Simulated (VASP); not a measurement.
# BAs (F-43m) in VASP: further runs

BAs is run at these levels: PBEsol; tasks: single point.

Program: VASP 6.6.1. These are calculated values, not measurements. Logs are shortened: lines on timing, memory, paths and dates and some standing lists are left out, and cuts for length are marked.

## (1) The cell of the first run

The structure is cubic, space group F-43m (No. 216). Conventional cell: a = 4.777 Å, b = 4.777 Å, c = 4.777 Å, α = 90.00°, β = 90.00°, γ = 90.00°. Within 2.7 Å of B (site symmetry -43m) lie 4 As at 2.07 Å. As (site symmetry -43m) has 4 B at 2.07 Å within 2.7 Å.

## (2) Single point, PBEsol

File INCAR:

```
SYSTEM = BAs
PREC = Accurate ; ENCUT = 520
EDIFF = 1E-6 ; ISMEAR = 1
SIGMA = 0.05 ; LREAL = .FALSE.
LASPH = .TRUE. ; NELM = 60
ALGO = Normal ; ISIF = 2
LWAVE = .FALSE. ; LCHARG = .FALSE.
GGA = PS ; NBANDS = 11
```

File KPOINTS:

```
Automatic mesh
0
G
  8 8 8
  0 0 0
```

File POSCAR:

```
BAs
1.0
    0.0000000000      2.3885000000      2.3885000000
    2.3885000000      0.0000000000      2.3885000000
    2.3885000000      2.3885000000      0.0000000000
B As
1 1
Direct
    0.0000000000      0.0000000000      0.0000000000
    0.2500000000      0.2500000000      0.2500000000
```

Potentials or basis: VASP PAW PBE potentials, release 64 (B, As).

The run is started by

```sh
$ cat potpaw_PBE.64/B/POTCAR potpaw_PBE.64/As/POTCAR > POTCAR
$ mpirun -np 1 vasp_std > vasp.out
```

OUTCAR:

```text
SYSTEM = BAs
   PREC = Accurate
   ENCUT = 520
   EDIFF = 1E-6
   ISMEAR = 1
   LREAL = .FALSE.
   LASPH = .TRUE.
   NELM = 60
   ISIF = 2
   GGA = PS

 ion  position               nearest neighbor table
   1  0.000  0.000  0.000-   2 2.07   2 2.07   2 2.07   2 2.07
   2  0.250  0.250  0.250-   1 2.07   1 2.07   1 2.07   1 2.07

  LATTYP: Found a face centered cubic cell.
 ALAT       =     4.7770000000

  Lattice vectors:

 A1 = (   0.0000000000,   2.3885000000,   2.3885000000)
 A2 = (   2.3885000000,   0.0000000000,   2.3885000000)
 A3 = (   2.3885000000,   2.3885000000,   0.0000000000)

Analysis of symmetry for initial positions (statically):
=====================================================================
 Subroutine PRICEL returns:
 Original cell was already a primitive cell.

 Routine SETGRP: Setting up the symmetry group for a
 face centered cubic supercell.

 Subroutine GETGRP returns: Found 24 space group operations
 (whereof 24 operations were pure point group operations)
 out of a pool of 48 trial point group operations.

The static configuration has the point symmetry T_d .

Analysis of symmetry for dynamics (positions and initial velocities):
=====================================================================
 Subroutine PRICEL returns:
 Original cell was already a primitive cell.

 Routine SETGRP: Setting up the symmetry group for a
 face centered cubic supercell.

 Subroutine GETGRP returns: Found 24 space group operations
 (whereof 24 operations were pure point group operations)
 out of a pool of 48 trial point group operations.

The dynamic configuration has the point symmetry T_d .

 Subroutine INISYM returns: Found 24 space group operations
 (whereof 24 operations are pure point group operations),
 and found     1 'primitive' translations

----------------------------------------------------------------------------------------

                                     Primitive cell

  volume of cell :      27.2525

  direct lattice vectors                    reciprocal lattice vectors
     0.000000000  2.388500000  2.388500000    -0.209336404  0.209336404  0.209336404
     2.388500000  0.000000000  2.388500000     0.209336404 -0.209336404  0.209336404
     2.388500000  2.388500000  0.000000000     0.209336404  0.209336404 -0.209336404

  length of vectors
     3.377849094  3.377849094  3.377849094     0.362581287  0.362581287  0.362581287

  position of ions in fractional coordinates (direct lattice)
     0.000000000  0.000000000  0.000000000
     0.250000000  0.250000000  0.250000000

  ion indices of the primitive-cell ions
   primitive index   ion index
                 1           1
                 2           2

----------------------------------------------------------------------------------------

 KPOINTS: Automatic mesh

Automatic generation of k-mesh.
 Grid dimensions read from file:
 generate k-points for:    8    8    8

 Generating k-lattice:

  Cartesian coordinates                     Fractional coordinates (reciprocal lattice)
    -0.026167050  0.026167050  0.026167050     0.125000000  0.000000000  0.000000000
     0.026167050 -0.026167050  0.026167050     0.000000000  0.125000000  0.000000000
     0.026167050  0.026167050 -0.026167050     0.000000000  0.000000000  0.125000000

  Length of vectors
     0.045322661  0.045322661  0.045322661

  Shift w.r.t. Gamma in fractional coordinates (k-lattice)
     0.000000000  0.000000000  0.000000000

 Subroutine IBZKPT returns following result:
 ===========================================

 Found     29 irreducible k-points:

 Following reciprocal coordinates:
            Coordinates               Weight
  0.000000  0.000000  0.000000      1.000000
  0.125000  0.000000  0.000000      8.000000
  0.250000  0.000000  0.000000      8.000000
  0.375000  0.000000  0.000000      8.000000
  0.500000  0.000000  0.000000      4.000000
  0.125000  0.125000  0.000000      6.000000
[... 16 lines left out ...]
  0.500000  0.250000  0.125000     48.000000
 -0.375000  0.250000  0.125000     24.000000
 [... further k-points ...]
   k-points           NKPTS =     29   k-points in BZ     NKDIM =     29   number of bands    NBANDS=     11
   number of dos      NEDOS =    301   number of ions     NIONS =      2
   total plane-waves  NPLWV =  21952
   dimension x,y,z NGX =    28 NGY =   28 NGZ =   28
   dimension x,y,z NGXF=    56 NGYF=   56 NGZF=   56
   ions per type =               1   1
   NGX,Y,Z   is equivalent  to a cutoff of  13.78, 13.78, 13.78 a.u.
   NGXF,Y,Z  is equivalent  to a cutoff of  27.56, 27.56, 27.56 a.u.
 SYSTEM =  BAs
   PREC   = accura    normal or accurate (medium, high low for compatibility)
   ISTART =      0    job   : 0-new  1-cont  2-samecut
   ICHARG =      2    charge: 1-file 2-atom 10-const
   ISPIN  =      1    spin polarized calculation?
   LNONCOLLINEAR =      F non collinear calculations
   LSORBIT =      F    spin-orbit coupling
   LASPH  =      T    aspherical Exc in radial PAW
   ENCUT  =  520.0 eV  38.22 Ry    6.18 a.u.   6.28  6.28  6.28*2*pi/ulx,y,z
   NELM   =     60;   NELMIN=  2; NELMDL= -5     # of ELM steps
   EDIFF  = 0.1E-05   stopping-criterion for ELM
   LREAL  =      F    real-space projection
   EDIFFG = 0.1E-04   stopping-criterion for IOM
   NSW    =      0    number of steps for IOM
   IBRION =     -1    ionic relax: 0-MD 1-quasi-New 2-CG
   NFREE  =      0    steps in history (QN), initial steepest desc. (CG)
   ISIF   =      2    stress and relaxation
   ISYM   =      2    0-nonsym 1-usesym 2-fastsym
   POTIM  = 0.5000    time-step for ionic-motion
   TEBEG  =    0.0;   TEEND  =   0.0 temperature during run
   PSTRESS=    0.0 pullay stress
   NELECT =       8.0000    total number of electrons
   NUPDOWN=      -1.0000    fix difference up-down
   EMIN   =  10.00;   EMAX   =-10.00  energy-range for DOS
   EFERMI =   0.00;   METHOD = LEGACY
   ISMEAR =     1;   SIGMA  =   0.05  broadening in eV -4-tet -1-fermi 0-gaus
   EFERMI_NEDOS =   21; number of points for ismear=-14 and -15
   IALGO  =     38    algorithm
   IMIX   =      4    mixing-type and parameters
     AMIX     =   0.40;   BMIX     =  1.00
     AMIX_MAG =   1.60;   BMIX_MAG =  1.00
  volume/ion in A,a.u.               =      13.63        91.95
  Fermi-wavevector in a.u.,A,eV,Ry     =   1.088018  2.056057 16.106360  1.183784
  Thomas-Fermi vector in A             =   2.224191
   LORBIT       =      0    0 simple, 1 ext, 2 COOP (PROOUT), +10 PAW based schemes
   GGA     = PS    functional components
   LHFCALC =     F    Hartree Fock is set to
   AEXX    =    0.0000 exact exchange contribution
   IVDW    =     0    specifies the selected vdW correction
   LEPSILON=     F    determine dielectric tensor
   LRPA    =     F    only Hartree local field effects (RPA)
 non-spin polarized calculation
 Methfessel and Paxton  Order N= 1 SIGMA  =   0.05
  energy-cutoff  :      520.00
  volume of cell :       27.25
 maximum number of plane-waves:       754
 NGX is ok and might be reduce to    28
   NGX = 13   NGY = 13   NGZ = 13

 number of electron       8.0000000 magnetization

 Free energy of the ion-electron system (eV)
  ---------------------------------------------------
  ext. energy  EPLUGINS =         0.00000000
  ---------------------------------------------------
  free energy    TOTEN  =       -12.20154488 eV

  energy without entropy =      -12.20156187  energy(sigma->0) =      -12.20155055

 E-fermi :   6.0871     XC(G=0): -10.7307

 val. band max:        6.0449891950   @ k =   0.0000   0.0000   0.0000
 cond. band min:       7.1369243884   @ k =   0.3750   0.3750   0.0000
 fundamental gap:      1.0919351934
 Fermi energy:         6.0870832784

 k-point     1 :       0.0000    0.0000    0.0000
  band No.  band energies     occupation
      1      -9.3924      2.00000
      2       6.0450      2.00000
      3       6.0450      2.00000
      4       6.0450      2.00000
      5       9.2844      0.00000
      6       9.2844      0.00000
      7       9.2844      0.00000
      8      10.7268      0.00000
      9      15.3910      0.00000
     10      18.9750      0.00000
     11      18.9750      0.00000

 k-point     2 :       0.1250    0.0000    0.0000
  band No.  band energies     occupation
      1      -9.1358      2.00000
      2       4.0665      2.00000
      3       5.6024      2.00000
      4       5.6024      2.00000
      5       9.4002      0.00000
      6       9.8655      0.00000
      7       9.8655      0.00000
      8      11.9917      0.00000
      9      16.3567      0.00000
     10      17.5853      0.00000
     11      17.5853      0.00000

 k-point     3 :       0.2500    0.0000    0.0000
  band No.  band energies     occupation
      1      -8.3883      2.00000
      2       1.0794      2.00000
      3       4.8885      2.00000
      4       4.8885      2.00000
      5       9.0702      0.00000
      6      10.6607      0.00000
      7      10.6607      0.00000
      8      13.8915      0.00000
      9      17.1329      0.00000
     10      17.1936      0.00000
     11      17.1936      0.00000

 k-point     4 :       0.3750    0.0000    0.0000
  band No.  band energies     occupation
      1      -7.2768      2.00000
      2      -1.5116      2.00000
      3       4.3884      2.00000
      4       4.3884      2.00000
      5       8.7946      0.00000
      6      10.8260      0.00000
      7      10.8260      0.00000
      8      14.7444      0.00000
      9      17.6951      0.00000
     10      18.6589      0.00000
     11      18.6589      0.00000
[... 239 lines left out ...]
 k-point    22 :       0.3750    0.2500    0.1250
  band No.  band energies     occupation
      1      -7.7346      2.00000
      2       0.8358      2.00000
      3       2.2935      2.00000
      4       4.0086      2.00000
      5       9.2106      0.00000
      6      11.2393      0.00000
      7      11.8886      0.00000
      8      13.1992      0.00000
      9      16.7113      0.00000
     10      19.2464      0.00000
     11      20.1374      0.00000

 k-point    23 :       0.5000    0.2500    0.1250
  band No.  band energies     occupation
      1      -6.6622      2.00000
      2      -1.1408      2.00000
      3       1.5729      2.00000
      4       3.2849      2.00000
      5       9.8307      0.00000
      6      11.0493      0.00000
      7      12.5076      0.00000
      8      14.0680      0.00000
      9      17.3726      0.00000
     10      19.2823      0.00000
     11      21.4252      0.00000

 k-point    24 :      -0.3750    0.2500    0.1250
  band No.  band energies     occupation
      1      -5.9346      2.00000
      2      -2.2751      2.00000
      3       1.4535      2.00000
      4       2.9449      2.00000
      5       9.9473      0.00000
      6      10.7347      0.00000
      7      13.4764      0.00000
      8      15.0153      0.00000
      9      16.2814      0.00000
     10      20.1581      0.00000
     11      21.1329      0.00000

 [... further k-points ...]

------------------------ aborting loop because EDIFF is reached ----------------------------------------

  FORCE on cell =-STRESS in cart. coord.  units (eV):
  Direction    XX          YY          ZZ          XY          YZ          ZX
  --------------------------------------------------------------------------------------
  -------------------------------------------------------------------------------------
  Total        0.0097603      0.0097603      0.0097603     -0.0000000     -0.0000000      0.0000000
  in kB        0.5738116      0.5738116      0.5738116     -0.0000000     -0.0000000      0.0000000
  external PRESSURE =       0.5738116 kB  Pullay stress =       0.0000000 kB

 VOLUME and BASIS-vectors are now :
 -----------------------------------------------------------------------------
  energy-cutoff  :      520.00
  volume of cell :       27.25
      direct lattice vectors                 reciprocal lattice vectors
     0.000000000  2.388500000  2.388500000    -0.209336404  0.209336404  0.209336404
     2.388500000  0.000000000  2.388500000     0.209336404 -0.209336404  0.209336404
     2.388500000  2.388500000  0.000000000     0.209336404  0.209336404 -0.209336404

 POSITION                                       TOTAL-FORCE (eV/Angst)
 -----------------------------------------------------------------------------------
      0.00000      0.00000      0.00000        -0.000000      0.000000      0.000000
      1.19425      1.19425      1.19425         0.000000     -0.000000     -0.000000
 -----------------------------------------------------------------------------------
    total drift:                               -0.000000     -0.000000     -0.000000

  FREE ENERGIE OF THE ION-ELECTRON SYSTEM (eV)
  ---------------------------------------------------
  free  energy   TOTEN  =       -12.2015448835 eV

  energy  without entropy=      -12.2015618695  energy(sigma->0) =      -12.20155055
```

It took 6 s on 1 thread of Intel Xeon 6975P-C, shared host; peak memory 0.16 GiB.

What came out:

```yaml
Free_energy: -12.2015 eV
Pressure: 0.1 GPa
Band_gap_on_the_k_mesh: 1.09 eV, indirect (least direct gap 3.24 eV)
```

Caveat: the PAW data sets were made with another functional, which shifts forces and pressure a little.

(Part 1 of 2 ends here.)
